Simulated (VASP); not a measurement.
# Al3H2 (P-3m1) in VASP: a series of runs

The runs below take Al3H2 through single point, with PBE.

All numbers are computed with VASP 6.6.1; they aren't measurements. Logs are shortened: lines on timing, memory, paths and dates and some standing lists are left out, and cuts for length are marked.

## 1. The cell of the first run

It takes space group P-3m1 (No. 164, trigonal). Conventional cell: a = 2.961 Å, b = 2.961 Å, c = 7.402 Å, α = 90.00°, β = 90.00°, γ = 120.00°. Al (site symmetry -3m) has 6 H at 1.89 Å within 2.5 Å. Al (site symmetry 3m) has 4 H at 2.46 to 3.40 Å and 12 Al at 2.81 to 3.10 Å within 3.4 Å. Within 2.5 Å of H (site symmetry 3m) lie 6 Al at 1.89 to 2.46 Å and 3 H at 2.36 Å.

## 2. Single point, PBE (atoms taken out)

INCAR

```
PREC = Accurate
ENCUT = 520
EDIFF = 1E-7
ISMEAR = 0
SIGMA = 0.1
LREAL = False
LASPH = True
NELM = 80
ALGO = Normal
ISIF = 2
LWAVE = False
LCHARG = False
GGA = PE
NBANDS = 14
```

KPOINTS

```
Automatic mesh
0
Gamma
  12 12 4
```

POSCAR

```
Al3H2
1.0
    2.9611005245      0.0000000000      0.0000000000
   -1.4805502622      2.5643882773      0.0000000000
    0.0000000000      0.0000000000      7.4017176284
Al H
3 2
Direct
    0.0000000000      0.0000000000      0.0000000000
    0.3333333333      0.6666666667      0.3495291453
    0.6666666667      0.3333333333      0.6504708547
    0.3333333333      0.6666666667      0.8902627541
    0.6666666667      0.3333333333      0.1097372459
```

Potentials or basis: VASP PAW PBE potentials, release 64 (Al, H).

Command:

```console
$ cat potpaw_PBE.64/Al/POTCAR potpaw_PBE.64/H/POTCAR > POTCAR
$ mpirun -np 1 vasp_std > vasp.out
```

OUTCAR:

```text
PREC = Accurate
   ENCUT = 520
   EDIFF = 1E-7
   ISMEAR = 0
   LREAL = False
   LASPH = True
   NELM = 80
   ISIF = 2
   GGA = PE

 ion  position               nearest neighbor table
   1  0.000  0.000  0.000-   4 1.89   5 1.89   4 1.89   5 1.89   5 1.89   4 1.89   2 3.10   3 3.10
                             2 3.10   3 3.10   2 3.10   3 3.10
   2  0.333  0.667  0.350-   3 2.81   3 2.81   3 2.81   1 3.10   1 3.10   1 3.10
   3  0.667  0.333  0.650-   2 2.81   2 2.81   2 2.81   1 3.10   1 3.10   1 3.10
   4  0.333  0.667  0.890-   1 1.89   1 1.89   1 1.89
   5  0.667  0.333  0.110-   1 1.89   1 1.89   1 1.89

  LATTYP: Found a hexagonal cell.
 ALAT       =     2.9611005245
 C/A-ratio  =     2.4996509126

  Lattice vectors:

 A1 = (   2.9611005245,   0.0000000000,   0.0000000000)
 A2 = (  -1.4805502622,   2.5643882773,   0.0000000000)
 A3 = (   0.0000000000,   0.0000000000,   7.4017176284)

Analysis of symmetry for initial positions (statically):
=====================================================================
 Subroutine PRICEL returns:
 Original cell was already a primitive cell.

 Routine SETGRP: Setting up the symmetry group for a
 hexagonal supercell.

 Subroutine GETGRP returns: Found 12 space group operations
 (whereof 12 operations were pure point group operations)
 out of a pool of 24 trial point group operations.

The static configuration has the point symmetry D_3d.

Analysis of symmetry for dynamics (positions and initial velocities):
=====================================================================
 Subroutine PRICEL returns:
 Original cell was already a primitive cell.

 Routine SETGRP: Setting up the symmetry group for a
 hexagonal supercell.

 Subroutine GETGRP returns: Found 12 space group operations
 (whereof 12 operations were pure point group operations)
 out of a pool of 24 trial point group operations.

The dynamic configuration has the point symmetry D_3d.

 Subroutine INISYM returns: Found 12 space group operations
 (whereof 12 operations are pure point group operations),
 and found     1 'primitive' translations

----------------------------------------------------------------------------------------

                                     Primitive cell

  volume of cell :      56.2043

  direct lattice vectors                    reciprocal lattice vectors
     2.961100524  0.000000000  0.000000000     0.337712277  0.194978274  0.000000000
    -1.480550262  2.564388277  0.000000000     0.000000000  0.389956548  0.000000000
     0.000000000  0.000000000  7.401717628     0.000000000  0.000000000  0.135103776

  length of vectors
     2.961100524  2.961100524  7.401717628     0.389956548  0.389956548  0.135103776

  position of ions in fractional coordinates (direct lattice)
     0.000000000  0.000000000  0.000000000
     0.333333333  0.666666667  0.349529145
     0.666666667  0.333333333  0.650470855
     0.333333333  0.666666667  0.890262754
     0.666666667  0.333333333  0.109737246

  ion indices of the primitive-cell ions
   primitive index   ion index
                 1           1
                 2           2
                 3           3
                 4           4
                 5           5

----------------------------------------------------------------------------------------

 KPOINTS: Automatic mesh

Automatic generation of k-mesh.
 Grid dimensions read from file:
 generate k-points for:   12   12    4

 Generating k-lattice:

  Cartesian coordinates                     Fractional coordinates (reciprocal lattice)
     0.028142690  0.016248189  0.000000000     0.083333333  0.000000000  0.000000000
     0.000000000  0.032496379  0.000000000     0.000000000  0.083333333  0.000000000
     0.000000000  0.000000000  0.033775944     0.000000000  0.000000000  0.250000000

  Length of vectors
     0.032496379  0.032496379  0.033775944

  Shift w.r.t. Gamma in fractional coordinates (k-lattice)
     0.000000000  0.000000000  0.000000000

 Subroutine IBZKPT returns following result:
 ===========================================

 Found     69 irreducible k-points:

 Following reciprocal coordinates:
            Coordinates               Weight
  0.000000  0.000000  0.000000      1.000000
  0.083333  0.000000  0.000000      6.000000
  0.166667  0.000000  0.000000      6.000000
  0.250000  0.000000  0.000000      6.000000
  0.333333  0.000000  0.000000      6.000000
  0.416667  0.000000  0.000000      6.000000
[... 16 lines left out ...]
  0.166667  0.000000  0.250000      6.000000
  0.000000  0.166667  0.250000      6.000000
 [... further k-points ...]
   k-points           NKPTS =     69   k-points in BZ     NKDIM =     69   number of bands    NBANDS=     14
   number of dos      NEDOS =    301   number of ions     NIONS =      5
   total plane-waves  NPLWV =  32256
   dimension x,y,z NGX =    24 NGY =   24 NGZ =   56
   dimension x,y,z NGXF=    48 NGYF=   48 NGZF=  112
   ions per type =               3   2
   NGX,Y,Z   is equivalent  to a cutoff of  13.47, 13.47, 12.58 a.u.
   NGXF,Y,Z  is equivalent  to a cutoff of  26.95, 26.95, 25.16 a.u.
 SYSTEM =  unknown system
   PREC   = accura    normal or accurate (medium, high low for compatibility)
   ISTART =      0    job   : 0-new  1-cont  2-samecut
   ICHARG =      2    charge: 1-file 2-atom 10-const
   ISPIN  =      1    spin polarized calculation?
   LNONCOLLINEAR =      F non collinear calculations
   LSORBIT =      F    spin-orbit coupling
   LASPH  =      T    aspherical Exc in radial PAW
   ENCUT  =  520.0 eV  38.22 Ry    6.18 a.u.   5.51  5.51 13.76*2*pi/ulx,y,z
   NELM   =     80;   NELMIN=  2; NELMDL= -5     # of ELM steps
   EDIFF  = 0.1E-06   stopping-criterion for ELM
   LREAL  =      F    real-space projection
   EDIFFG = 0.1E-05   stopping-criterion for IOM
   NSW    =      0    number of steps for IOM
   IBRION =     -1    ionic relax: 0-MD 1-quasi-New 2-CG
   NFREE  =      0    steps in history (QN), initial steepest desc. (CG)
   ISIF   =      2    stress and relaxation
   ISYM   =      2    0-nonsym 1-usesym 2-fastsym
   POTIM  = 0.5000    time-step for ionic-motion
   TEBEG  =    0.0;   TEEND  =   0.0 temperature during run
   PSTRESS=    0.0 pullay stress
   NELECT =      11.0000    total number of electrons
   NUPDOWN=      -1.0000    fix difference up-down
   EMIN   =  10.00;   EMAX   =-10.00  energy-range for DOS
   EFERMI =   0.00;   METHOD = LEGACY
   ISMEAR =     0;   SIGMA  =   0.10  broadening in eV -4-tet -1-fermi 0-gaus
   EFERMI_NEDOS =   21; number of points for ismear=-14 and -15
   IALGO  =     38    algorithm
   IMIX   =      4    mixing-type and parameters
     AMIX     =   0.40;   BMIX     =  1.00
     AMIX_MAG =   1.60;   BMIX_MAG =  1.00
  volume/ion in A,a.u.               =      11.24        75.86
  Fermi-wavevector in a.u.,A,eV,Ry     =   0.950494  1.796173 12.292024  0.903438
  Thomas-Fermi vector in A             =   2.078876
   LORBIT       =      0    0 simple, 1 ext, 2 COOP (PROOUT), +10 PAW based schemes
   GGA     = PE    functional components
   LHFCALC =     F    Hartree Fock is set to
   AEXX    =    0.0000 exact exchange contribution
   IVDW    =     0    specifies the selected vdW correction
   LEPSILON=     F    determine dielectric tensor
   LRPA    =     F    only Hartree local field effects (RPA)
 non-spin polarized calculation
 Gauss-broadening in eV      SIGMA  =   0.10
  energy-cutoff  :      520.00
  volume of cell :       56.20
 maximum number of plane-waves:      1546
 NGX is ok and might be reduce to    24
   NGX = 11   NGY = 11   NGZ = 27

 number of electron      10.9999999 magnetization

 Free energy of the ion-electron system (eV)
  ---------------------------------------------------
  ext. energy  EPLUGINS =         0.00000000
  ---------------------------------------------------
  free energy    TOTEN  =       -16.64954824 eV

  energy without entropy =      -16.64342731  energy(sigma->0) =      -16.64648777

 E-fermi :   7.4004     XC(G=0): -10.1852

 val. band max:        7.3748463854   @ k =   0.3333   0.2500   0.2500
 cond. band min:       7.4134057938   @ k =   0.2500   0.0833   0.0000
 fundamental gap:      0.0385594084
 Fermi energy:         7.4003728907

 k-point     1 :       0.0000    0.0000    0.0000
  band No.  band energies     occupation
      1      -5.1198      2.00000
      2      -1.7740      2.00000
      3      -1.5383      2.00000
      4       5.1616      2.00000
      5       6.6776      2.00000
      6      13.5914      0.00000
      7      16.5320      0.00000
      8      16.5320      0.00000
      9      16.7713      0.00000
     10      16.8337      0.00000
     11      16.8337      0.00000
     12      18.2881      0.00000
     13      18.2881      0.00000
     14      18.4281      0.00000

 k-point     2 :       0.0833    0.0000    0.0000
  band No.  band energies     occupation
      1      -4.9706      2.00000
      2      -1.6215      2.00000
      3      -1.3954      2.00000
      4       5.2635      2.00000
      5       6.8160      2.00000
      6      12.4372      0.00000
      7      14.6333      0.00000
      8      15.1709      0.00000
      9      15.8533      0.00000
     10      16.7569      0.00000
     11      17.1406      0.00000
     12      17.5305      0.00000
     13      17.9679      0.00000
     14      18.1770      0.00000
[... 343 lines left out ...]
      1      -4.4677      2.00000
      2      -2.0137      2.00000
      3       0.2466      2.00000
      4       4.0709      2.00000
      5       8.5469      0.00000
      6      10.4317      0.00000
      7      12.3896      0.00000
      8      13.9600      0.00000
      9      14.0613      0.00000
     10      14.6000      0.00000
     11      15.3584      0.00000
     12      15.9935      0.00000
     13      16.6868      0.00000
     14      17.8313      0.00000

 k-point    24 :       0.0000    0.1667    0.2500
  band No.  band energies     occupation
      1      -4.4678      2.00000
      2      -2.0125      2.00000
      3       0.2419      2.00000
      4       4.0909      2.00000
      5       8.3942      0.00000
      6      10.8231      0.00000
      7      12.3063      0.00000
      8      13.1834      0.00000
      9      14.0626      0.00000
     10      15.2900      0.00000
     11      15.3531      0.00000
     12      16.1540      0.00000
     13      16.7742      0.00000
     14      17.3721      0.00000

 [... further k-points ...]

------------------------ aborting loop because EDIFF is reached ----------------------------------------

  FORCE on cell =-STRESS in cart. coord.  units (eV):
  Direction    XX          YY          ZZ          XY          YZ          ZX
  --------------------------------------------------------------------------------------
  -------------------------------------------------------------------------------------
  Total       -0.0374462     -0.0374462     -0.0315223     -0.0000000      0.0000000     -0.0000000
  in kB       -1.0674545     -1.0674545     -0.8985860     -0.0000000      0.0000000     -0.0000000
  external PRESSURE =      -1.0111650 kB  Pullay stress =       0.0000000 kB

 VOLUME and BASIS-vectors are now :
 -----------------------------------------------------------------------------
  energy-cutoff  :      520.00
  volume of cell :       56.20
      direct lattice vectors                 reciprocal lattice vectors
     2.961100524  0.000000000  0.000000000     0.337712277  0.194978274  0.000000000
    -1.480550262  2.564388277  0.000000000     0.000000000  0.389956548  0.000000000
     0.000000000  0.000000000  7.401717628     0.000000000  0.000000000  0.135103776

 POSITION                                       TOTAL-FORCE (eV/Angst)
 -----------------------------------------------------------------------------------
      0.00000      0.00000      0.00000        -0.000000      0.000000     -0.000000
     -0.00000      1.70959      2.58712        -0.000000     -0.000000     -0.000332
      1.48055      0.85480      4.81460         0.000000      0.000000      0.000332
     -0.00000      1.70959      6.58947         0.000000      0.000000      0.001093
      1.48055      0.85480      0.81224        -0.000000      0.000000     -0.001093
 -----------------------------------------------------------------------------------
    total drift:                                0.000000     -0.000000      0.000000

  FREE ENERGIE OF THE ION-ELECTRON SYSTEM (eV)
  ---------------------------------------------------
  free  energy   TOTEN  =       -16.6495482364 eV

  energy  without entropy=      -16.6434273110  energy(sigma->0) =      -16.64648777
```

Wall time 17 s (1 thread of Intel Xeon 6975P-C (Granite Rapids), shared host); peak memory 0.19 GiB.

What came out:

```yaml
Free_energy: -16.6495 eV
Pressure: -0.1 GPa
Band_gap_on_the_k_mesh: zero (an odd number of electrons rules out a gap without spin polarisation)
```

Levels at points of the mesh, in eV from the Fermi level:
```tsv
k point	band 2	band 3	band 4	band 5	band 6	band 7	band 8	band 9	band 10	band 11
(0.00, 0.00, 0.00)	-9.17	-8.94	-2.24	-0.72	6.19	9.13	9.13	9.37	9.43	9.43
(0.50, 0.00, 0.00)	-6.79	-4.02	-3.94	-2.88	-2.78	2.43	3.68	4.36	4.45	4.68
(0.00, 0.00, 0.50)	-10.39	-6.53	-5.29	2.57	5.17	8.00	9.37	9.48	9.48	9.71
(0.50, 0.00, 0.50)	-6.75	-4.70	-4.53	-1.86	-0.48	0.52	0.58	4.50	4.68	5.32
```

Caveat: the cell differs from its parent crystal (atoms taken out).

## 3. Single point, PBE (with an interstitial atom)

INCAR

```
PREC = Accurate
ENCUT = 520
EDIFF = 1E-6
ISMEAR = 0
SIGMA = 0.1
LREAL = F
LASPH = T
NELM = 100
ALGO = Normal
ISIF = 2
LWAVE = F
LCHARG = F
GGA = PE
NBANDS = 14
```

KPOINTS

```
regular mesh
0
Gamma
  12 12 4
```

POSCAR

```
Al3H2
1.0
    2.7707657181      0.0000000000      0.0000000000
   -1.3853828591      2.3995534998      0.0000000000
    0.0000000000      0.0000000000      9.0966271314
Al H
3 2
Direct
    0.0000000000      0.0000000000      0.0000000000
    0.3333333333      0.6666666667      0.3621049988
    0.6666666667      0.3333333333      0.6378950012
    0.0000000000      0.0000000000      0.7988222740
    0.0000000000      0.0000000000      0.2011777260
```

Potentials or basis: VASP PAW PBE potentials, release 64 (Al, H).

Command:

```console
$ cat potpaw_PBE.64/Al/POTCAR potpaw_PBE.64/H/POTCAR > POTCAR
$ mpirun -np 1 vasp_std > vasp.out
```

OUTCAR:

```text
PREC = Accurate
   ENCUT = 520
   EDIFF = 1E-6
   ISMEAR = 0
   LREAL = F
   LASPH = T
   NELM = 100
   ISIF = 2
   GGA = PE

 ion  position               nearest neighbor table
   1  0.000  0.000  0.000-   4 1.83   5 1.83
   2  0.333  0.667  0.362-   3 2.98   3 2.98   3 2.98
   3  0.667  0.333  0.638-   2 2.98   2 2.98   2 2.98
   4  0.000  0.000  0.799-   1 1.83
   5  0.000  0.000  0.201-   1 1.83

[... 611 lines left out ...]
  Direction    XX          YY          ZZ          XY          YZ          ZX
  --------------------------------------------------------------------------------------
  -------------------------------------------------------------------------------------
  Total       -0.0263218     -0.0263218     -0.0271397      0.0000000      0.0000000      0.0000000
  in kB       -0.6972936     -0.6972936     -0.7189593      0.0000000      0.0000000      0.0000000
  external PRESSURE =      -0.7045155 kB  Pullay stress =       0.0000000 kB

 VOLUME and BASIS-vectors are now :
 -----------------------------------------------------------------------------
  energy-cutoff  :      520.00
  volume of cell :       60.48
      direct lattice vectors                 reciprocal lattice vectors
     2.770765718  0.000000000  0.000000000     0.360911063  0.208372099  0.000000000
    -1.385382859  2.399553500  0.000000000     0.000000000  0.416744198  0.000000000
     0.000000000  0.000000000  9.096627131     0.000000000  0.000000000  0.109930855

 POSITION                                       TOTAL-FORCE (eV/Angst)
 -----------------------------------------------------------------------------------
      0.00000      0.00000      0.00000        -0.000000      0.000000      0.000000
     -0.00000      1.59970      3.29393         0.000000     -0.000000     -0.000228
      1.38538      0.79985      5.80269        -0.000000      0.000000      0.000228
      0.00000      0.00000      7.26659        -0.000000      0.000000      0.001401
      0.00000      0.00000      1.83004        -0.000000      0.000000     -0.001401
 -----------------------------------------------------------------------------------
    total drift:                                0.000000      0.000000      0.000000

  FREE ENERGIE OF THE ION-ELECTRON SYSTEM (eV)
  ---------------------------------------------------
  free  energy   TOTEN  =       -16.7548061868 eV

  energy  without entropy=      -16.7471002742  energy(sigma->0) =      -16.75095323
```

Wall time 19 s (1 thread of Intel Xeon 6975P-C (Granite Rapids), shared host); peak memory 0.21 GiB.

What came out:

* Free energy: -16.7548 eV
* Pressure: -0.1 GPa
* Band gap on the k mesh: zero (an odd number of electrons rules out a gap without spin polarisation)

Caveat: the cell differs from its parent crystal (with an interstitial atom).

## 4. Single point, PBE

This run uses another cell than the first one, of 16.30 Å³/atom.

INCAR

```
SYSTEM = Al3H2
ALGO = Normal
EDIFF = 1E-6
ENCUT = 520
GGA = PE
ISIF = 2
ISMEAR = 0
LASPH = .True.
LCHARG = .True.
LELF = .True.
LREAL = .False.
LVHAR = .True.
LWAVE = .False.
NBANDS = 14
NELM = 80
PREC = Accurate
SIGMA = 0.1
```

KPOINTS

```
k-points
0
Gamma
  12 12 4
  0 0 0
```

POSCAR

```
Al3H2
1.0
    2.8328799554      0.0000000000      0.0000000000
   -1.4164399777      2.4533460072      0.0000000000
    0.0000000000      0.0000000000     11.7229641092
Al H
3 2
Direct
    0.6666666667      0.3333333333      0.8028581103
    0.3333333333      0.6666666667      0.1971418897
    0.0000000000      0.0000000000      0.0000000000
    0.0000000000      0.0000000000      0.4679823545
    0.0000000000      0.0000000000      0.5320176455
```

Command:

```console
$ cat potpaw_PBE.64/Al/POTCAR potpaw_PBE.64/H/POTCAR > POTCAR
$ mpirun -np 1 vasp_std > vasp.out
```

It took 29 s on 1 thread of Intel Xeon 6975P-C (Granite Rapids), shared host; peak memory 0.24 GiB.

It converged, with:

- Free energy: -17.3001 eV
- Pressure: -0.1 GPa
- Largest force: 0.011 eV/Å
- Band gap on the k mesh: zero (an odd number of electrons rules out a gap without spin polarisation)

Forces in eV/Å, atoms in the order of the input:
```
Al   0.000  0.000  0.001
Al   0.000  0.000 -0.001
Al   0.000  0.000  0.000
H    0.000  0.000  0.011
H    0.000  0.000 -0.011
```

Levels at points of the mesh, in eV from the Fermi level:
| k point | band 3 | band 4 | band 5 | band 6 | band 7 | band 8 |
| --- | --- | --- | --- | --- | --- | --- |
| (0.00, 0.00, 0.00) | -7.56 | -6.13 | -3.25 | 0.85 | 2.55 | 7.94 |
| (0.50, 0.00, 0.00) | -4.64 | -3.32 | -2.74 | -0.44 | -0.15 | 2.49 |
| (0.00, 0.00, 0.50) | -7.44 | -6.32 | -2.99 | 0.09 | 4.59 | 4.77 |
| (0.50, 0.00, 0.50) | -4.65 | -3.29 | -2.74 | -0.42 | -0.22 | 2.46 |

## 5. Overview

| cell | gap on the mesh (eV) | pressure (GPa) |
| --- | --- | --- |
| a = 2.961, b = 2.961, c = 7.402 Å, angles 90.0, 90.0, 120.0°, 5 atoms, atomic positions A | none | -0.1 |
| a = 2.771, b = 2.771, c = 9.097 Å, angles 90.0, 90.0, 120.0°, 5 atoms, atomic positions B | none | -0.1 |
| a = 2.833, b = 2.833, c = 11.723 Å, angles 90.0, 90.0, 120.0°, 5 atoms, atomic positions C | none | -0.1 |

Alike in all rows: task single point; level PBE; potentials or basis VASP PAW PBE potentials, release 64 (Al, H); no spin polarisation; k mesh 12 × 12 × 4; cutoff (eV) 520; smearing gaussian 0.1 eV.

Absolute energies hang on the potentials; compare differences alone.
